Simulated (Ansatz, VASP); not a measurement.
Two plane-wave programs on RbN

```
Rb N
1.0
     0.00000    3.12425    3.54636
     2.82848    0.00000    3.54636
     2.82848    3.12425    0.00000
Rb N
1 1
Direct
  0.50000 0.50000 0.50000
  0.00000 0.00000 0.00000
```

Alike in both runs: task relaxation of cell and atoms; functional PBE; k mesh 6 × 6 × 6; occupations gaussian, width 0.1 eV; collinear spin.

|  | VASP | Ansatz |
| --- | --- | --- |
| version | VASP 6.6.1 | Ansatz 0.2.0 |
| potentials or method | VASP PAW PBE potentials, release 64 (Rb_sv, N), cutoff 600 eV | scalar-relativistic, plane waves, PAW |
| valence electrons in the cell | 14 | 14 |

VASP gave:

| Item | Value |
| --- | --- |
| gap on the k mesh at the Fermi level, each at its own relaxed structure (eV) | none |
| net moment per atom (μB) | 1.00 |
| size of the moment on the site where the two differ most (μB) | 1.26 |
| relaxed volume (Å³/atom) | 28.50 |
| relaxed cell length with the largest relative difference (Å) | 4.347 |

**Question.** Estimate Ansatz's values.

**Answer.** gap on the k mesh at the Fermi level, each at its own relaxed structure (eV): none; net moment per atom (μB): 1.00; size of the moment on the site where the two differ most (μB): 1.84; relaxed volume (Å³/atom): 28.72; relaxed cell length with the largest relative difference (Å): 4.370.

Site moments also hang on the region over which each program counts them. A gap of «none» marks a metal or a gap that the smearing closes.
